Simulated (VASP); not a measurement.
# MnNbP2 (P6_3/mmc) in VASP: single point with PBE

Aim: the single point of MnNbP2 with PBE.

All numbers are computed with VASP 6.6.1; they aren't measurements. Logs are shortened: lines on timing, memory, paths and dates and some standing lists are left out, and cuts for length are marked.

### Step 1. The cell of the first run

The structure is hexagonal, space group P6_3/mmc (No. 194). Conventional cell: a = 3.533 Å, b = 3.533 Å, c = 10.437 Å, α = 90.00°, β = 90.00°, γ = 120.00°. Within 3.1 Å of Mn (site symmetry -6m2) lie 6 P at 2.32 Å. Nb (site symmetry -3m) has 6 P at 2.53 Å and 6 Mn at 3.31 Å and 6 Nb at 3.53 Å within 3.6 Å. P (site symmetry 3m) has 1 P at 2.22 Å and 3 Mn at 2.32 Å and 3 Nb at 2.53 Å within 2.9 Å.

### Step 2. Single point, PBE, collinear spin, ferromagnetic start

The input, INCAR:

```
SYSTEM = MnNbP2
  PREC = Accurate
  ENCUT = 520
  EDIFF = 1E-7
  ISMEAR = 0
  SIGMA = 0.1
  LREAL = .FALSE.
  LASPH = .TRUE.
  NELM = 150
  ALGO = Normal
  ISIF = 2
  LWAVE = .FALSE.
  LCHARG = .TRUE.
  ISPIN = 2
  MAGMOM = 4.49 4.49 0 0 0 0 0 0
  LORBIT = 11
  LMAXMIX = 4
  GGA = PE
  LELF = .TRUE.
  LVHAR = .TRUE.
  NBANDS = 50
```

The input, KPOINTS:

```
Automatic mesh
0
G
  6 6 2
  0 0 0
```

The input, POSCAR:

```
MnNbP2
1.0
    3.5331280542      0.0000000000      0.0000000000
   -1.7665640271      3.0597786498      0.0000000000
    0.0000000000      0.0000000000     10.4370305544
Mn Nb P
2 2 4
Direct
    0.3333333333      0.6666666667      0.7500000000
    0.6666666667      0.3333333333      0.2500000000
    0.0000000000      0.0000000000      0.5000000000
    0.0000000000      0.0000000000      0.0000000000
    0.3333333333      0.6666666667      0.3563280413
    0.6666666667      0.3333333333      0.8563280413
    0.6666666667      0.3333333333      0.6436719587
    0.3333333333      0.6666666667      0.1436719587
```

Potentials or basis: VASP PAW PBE potentials, release 64 (Mn_pv, Nb_sv, P).

Command:

```bash
cat potpaw_PBE.64/Mn_pv/POTCAR potpaw_PBE.64/Nb_sv/POTCAR potpaw_PBE.64/P/POTCAR > POTCAR
mpirun -np 1 vasp_std > vasp.out
```

OUTCAR:

```text
SYSTEM = MnNbP2
   PREC = Accurate
   ENCUT = 520
   EDIFF = 1E-7
   ISMEAR = 0
   LREAL = .FALSE.
   LASPH = .TRUE.
   NELM = 150
   ISIF = 2
   ISPIN = 2
   LORBIT = 11
   GGA = PE

 ion  position               nearest neighbor table
   1  0.333  0.667  0.750-   6 2.32   7 2.32   6 2.32   7 2.32   6 2.32   7 2.32
   2  0.667  0.333  0.250-   5 2.32   8 2.32   5 2.32   8 2.32   5 2.32   8 2.32
   3  0.000  0.000  0.500-   5 2.53   7 2.53   7 2.53   5 2.53   7 2.53   5 2.53
   4  0.000  0.000  0.000-   6 2.53   8 2.53   6 2.53   8 2.53   6 2.53   8 2.53
   5  0.333  0.667  0.356-   8 2.22   2 2.32   2 2.32   2 2.32   3 2.53   3 2.53   3 2.53
   6  0.667  0.333  0.856-   7 2.22   1 2.32   1 2.32   1 2.32   4 2.53   4 2.53   4 2.53
   7  0.667  0.333  0.644-   6 2.22   1 2.32   1 2.32   1 2.32   3 2.53   3 2.53   3 2.53
   8  0.333  0.667  0.144-   5 2.22   2 2.32   2 2.32   2 2.32   4 2.53   4 2.53   4 2.53

  LATTYP: Found a hexagonal cell.
 ALAT       =     3.5331280542
 C/A-ratio  =     2.9540481959

  Lattice vectors:

 A1 = (   3.5331280542,   0.0000000000,   0.0000000000)
 A2 = (  -1.7665640271,   3.0597786498,   0.0000000000)
 A3 = (   0.0000000000,   0.0000000000,  10.4370305544)

Analysis of symmetry for initial positions (statically):
=====================================================================
 Subroutine PRICEL returns:
 Original cell was already a primitive cell.

 Routine SETGRP: Setting up the symmetry group for a
 hexagonal supercell.

 Subroutine GETGRP returns: Found 24 space group operations
 (whereof 12 operations were pure point group operations)
 out of a pool of 24 trial point group operations.

The static configuration has the point symmetry D_3d.
 The point group associated with its full space group is D_6h.

Analysis of symmetry for dynamics (positions and initial velocities):
=====================================================================
 Subroutine PRICEL returns:
 Original cell was already a primitive cell.

 Routine SETGRP: Setting up the symmetry group for a
 hexagonal supercell.

 Subroutine GETGRP returns: Found 24 space group operations
 (whereof 12 operations were pure point group operations)
 out of a pool of 24 trial point group operations.

The dynamic configuration has the point symmetry D_3d.
 The point group associated with its full space group is D_6h.

Analysis of structural, dynamic, and magnetic symmetry:
=====================================================================
 Subroutine PRICEL returns:
 Original cell was already a primitive cell.

 Routine SETGRP: Setting up the symmetry group for a
 hexagonal supercell.

 Subroutine GETGRP returns: Found 24 space group operations
 (whereof 12 operations were pure point group operations)
 out of a pool of 24 trial point group operations.

The overall configuration has the point symmetry D_3d.
 The point group associated with its full space group is D_6h.

 Subroutine INISYM returns: Found 24 space group operations
 (whereof 12 operations are pure point group operations),
 and found     1 'primitive' translations

----------------------------------------------------------------------------------------

                                     Primitive cell

  volume of cell :     112.8305

  direct lattice vectors                    reciprocal lattice vectors
     3.533128054  0.000000000  0.000000000     0.283035312  0.163410513  0.000000000
    -1.766564027  3.059778650  0.000000000     0.000000000  0.326821027  0.000000000
     0.000000000  0.000000000 10.437030554     0.000000000  0.000000000  0.095812693

  length of vectors
     3.533128054  3.533128054 10.437030554     0.326821027  0.326821027  0.095812693

  position of ions in fractional coordinates (direct lattice)
     0.333333333  0.666666667  0.750000000
     0.666666667  0.333333333  0.250000000
     0.000000000  0.000000000  0.500000000
     0.000000000  0.000000000  0.000000000
     0.333333333  0.666666667  0.356328041
     0.666666667  0.333333333  0.856328041
[... 57 lines left out ...]
   number of dos      NEDOS =    301   number of ions     NIONS =      8
   total plane-waves  NPLWV =  62720
   dimension x,y,z NGX =    28 NGY =   28 NGZ =   80
   dimension x,y,z NGXF=    56 NGYF=   56 NGZF=  160
   ions per type =               2   2   4
   NGX,Y,Z   is equivalent  to a cutoff of  13.17, 13.17, 12.74 a.u.
   NGXF,Y,Z  is equivalent  to a cutoff of  26.35, 26.35, 25.49 a.u.
 SYSTEM =  MnNbP2
   PREC   = accura    normal or accurate (medium, high low for compatibility)
   ISTART =      0    job   : 0-new  1-cont  2-samecut
   ICHARG =      2    charge: 1-file 2-atom 10-const
   ISPIN  =      2    spin polarized calculation?
   LNONCOLLINEAR =      F non collinear calculations
   LSORBIT =      F    spin-orbit coupling
   LASPH  =      T    aspherical Exc in radial PAW
   ENCUT  =  520.0 eV  38.22 Ry    6.18 a.u.   6.57  6.57 19.41*2*pi/ulx,y,z
   NELM   =    150;   NELMIN=  2; NELMDL= -5     # of ELM steps
   EDIFF  = 0.1E-06   stopping-criterion for ELM
   LREAL  =      F    real-space projection
   EDIFFG = 0.1E-05   stopping-criterion for IOM
   NSW    =      0    number of steps for IOM
   IBRION =     -1    ionic relax: 0-MD 1-quasi-New 2-CG
   NFREE  =      0    steps in history (QN), initial steepest desc. (CG)
   ISIF   =      2    stress and relaxation
   ISYM   =      2    0-nonsym 1-usesym 2-fastsym
   POTIM  = 0.5000    time-step for ionic-motion
   TEBEG  =    0.0;   TEEND  =   0.0 temperature during run
   PSTRESS=    0.0 pullay stress
   NELECT =      72.0000    total number of electrons
   NUPDOWN=      -1.0000    fix difference up-down
   EMIN   =  10.00;   EMAX   =-10.00  energy-range for DOS
   EFERMI =   0.00;   METHOD = LEGACY
   ISMEAR =     0;   SIGMA  =   0.10  broadening in eV -4-tet -1-fermi 0-gaus
   EFERMI_NEDOS =   21; number of points for ismear=-14 and -15
   IALGO  =     38    algorithm
   IMIX   =      4    mixing-type and parameters
     AMIX     =   0.40;   BMIX     =  1.00
     AMIX_MAG =   1.60;   BMIX_MAG =  1.00
  volume/ion in A,a.u.               =      14.10        95.18
  Fermi-wavevector in a.u.,A,eV,Ry     =   1.409430  2.663437 27.027882  1.986493
  Thomas-Fermi vector in A             =   2.531487
   LORBIT       =     11    0 simple, 1 ext, 2 COOP (PROOUT), +10 PAW based schemes
   GGA     = PE    functional components
   LHFCALC =     F    Hartree Fock is set to
   AEXX    =    0.0000 exact exchange contribution
   IVDW    =     0    specifies the selected vdW correction
   LEPSILON=     F    determine dielectric tensor
   LRPA    =     F    only Hartree local field effects (RPA)
 spin polarized calculation
 Gauss-broadening in eV      SIGMA  =   0.10
  energy-cutoff  :      520.00
  volume of cell :      112.83
 maximum number of plane-waves:      3099
 NGX is ok and might be reduce to    28
   NGX = 13   NGY = 13   NGZ = 39

 number of electron      71.9999989 magnetization       0.4650205

 Free energy of the ion-electron system (eV)
  ---------------------------------------------------
  ext. energy  EPLUGINS =         0.00000000
  ---------------------------------------------------
  free energy    TOTEN  =       -63.15277407 eV

  energy without entropy =      -63.12392182  energy(sigma->0) =      -63.13834795

 E-fermi :  11.1787     XC(G=0): -12.2205

 val. band max:       11.1427631375   @ k =   0.1667   0.1667   0.0000
 cond. band min:      11.1889758543   @ k =   0.3333   0.1667   0.5000
 fundamental gap:      0.0462127168
 Fermi energy:        11.1786835533

 spin component 1

 k-point     1 :       0.0000    0.0000    0.0000
  band No.  band energies     occupation
      1     -44.4074      1.00000
      2     -44.4073      1.00000
      3     -36.8455      1.00000
      4     -36.8453      1.00000
      5     -36.8420      1.00000
      6     -36.8420      1.00000
[... 703 lines left out ...]
     47      15.3554      0.00000
     48      15.3554      0.00000
 Fermi energy:        11.1786835533

 spin component 2

 k-point     1 :       0.0000    0.0000    0.0000
  band No.  band energies     occupation
      1     -44.4228      1.00000
      2     -44.4227      1.00000
      3     -36.6563      1.00000
      4     -36.6561      1.00000
      5     -36.5372      1.00000
      6     -36.5372      1.00000
[... 703 lines left out ...]
     47      15.3545      0.00000
     48      15.3545      0.00000
 [bands above 48 left out]

------------------------ aborting loop because EDIFF is reached ----------------------------------------

  FORCE on cell =-STRESS in cart. coord.  units (eV):
  Direction    XX          YY          ZZ          XY          YZ          ZX
  --------------------------------------------------------------------------------------
  -------------------------------------------------------------------------------------
  Total       -0.1197837     -0.1197837     -0.2973440      0.0000000     -0.0000000      0.0000000
  in kB       -1.7009132     -1.7009132     -4.2222445      0.0000000     -0.0000000      0.0000000
  external PRESSURE =      -2.5413570 kB  Pullay stress =       0.0000000 kB

 VOLUME and BASIS-vectors are now :
 -----------------------------------------------------------------------------
  energy-cutoff  :      520.00
  volume of cell :      112.83
      direct lattice vectors                 reciprocal lattice vectors
     3.533128054  0.000000000  0.000000000     0.283035312  0.163410513  0.000000000
    -1.766564027  3.059778650  0.000000000     0.000000000  0.326821027  0.000000000
     0.000000000  0.000000000 10.437030554     0.000000000  0.000000000  0.095812693

 POSITION                                       TOTAL-FORCE (eV/Angst)
 -----------------------------------------------------------------------------------
     -0.00000      2.03985      7.82777         0.000000     -0.000000      0.000000
      1.76656      1.01993      2.60926        -0.000000      0.000000      0.000000
      0.00000      0.00000      5.21852         0.000000     -0.000000      0.000000
      0.00000      0.00000      0.00000         0.000000     -0.000000      0.000000
     -0.00000      2.03985      3.71901         0.000000      0.000000     -0.011789
      1.76656      1.01993      8.93752         0.000000      0.000000     -0.011789
      1.76656      1.01993      6.71802         0.000000     -0.000000      0.011789
     -0.00000      2.03985      1.49951         0.000000     -0.000000      0.011789
 -----------------------------------------------------------------------------------
    total drift:                                0.000000     -0.000000      0.000000

  FREE ENERGIE OF THE ION-ELECTRON SYSTEM (eV)
  ---------------------------------------------------
  free  energy   TOTEN  =       -63.1527740709 eV

  energy  without entropy=      -63.1239218234  energy(sigma->0) =      -63.13834795

 total charge

# of ion       s       p       d       tot
------------------------------------------
    1        0.304   6.304   5.389  11.997
    2        0.304   6.304   5.389  11.997
    3        2.128   6.002   2.561  10.691
    4        2.128   6.002   2.561  10.691
    5        1.005   1.524   0.000   2.530
    6        1.005   1.524   0.000   2.530
    7        1.005   1.524   0.000   2.530
    8        1.005   1.524   0.000   2.530
--------------------------------------------------
tot          8.887  30.710  15.898  55.495

 magnetization (x)

# of ion       s       p       d       tot
------------------------------------------
    1        0.003   0.005   0.249   0.257
    2        0.003   0.005   0.249   0.257
    3       -0.000  -0.000  -0.023  -0.023
    4       -0.000  -0.000  -0.023  -0.023
    5       -0.001  -0.003   0.000  -0.003
    6       -0.001  -0.003   0.000  -0.003
    7       -0.001  -0.003   0.000  -0.003
    8       -0.001  -0.003   0.000  -0.003
--------------------------------------------------
tot          0.003  -0.002   0.453   0.454
```

Wall time 5.2 min (1 thread of AMD EPYC 7R43 (Zen 3), shared host); peak memory 0.32 GiB.

Results:

```
Free energy                                           : -63.1528 eV
Pressure                                              : -0.3 GPa
Largest force                                         : 0.012 eV/Å
Net moment                                            : 0.47 μB per cell
Site moments                                          : Mn +0.26; Nb -0.02; P -0.00 μB
Valence electrons inside the program's atomic spheres : Mn 12.00; Nb 10.69; P 2.53
```

Forces on the atoms (eV/Å):
```
Mn   0.000  0.000  0.000
Mn   0.000  0.000  0.000
Nb   0.000  0.000  0.000
Nb   0.000  0.000  0.000
P    0.000  0.000 -0.012
P    0.000  0.000 -0.012
P    0.000  0.000  0.012
P    0.000  0.000  0.012
```
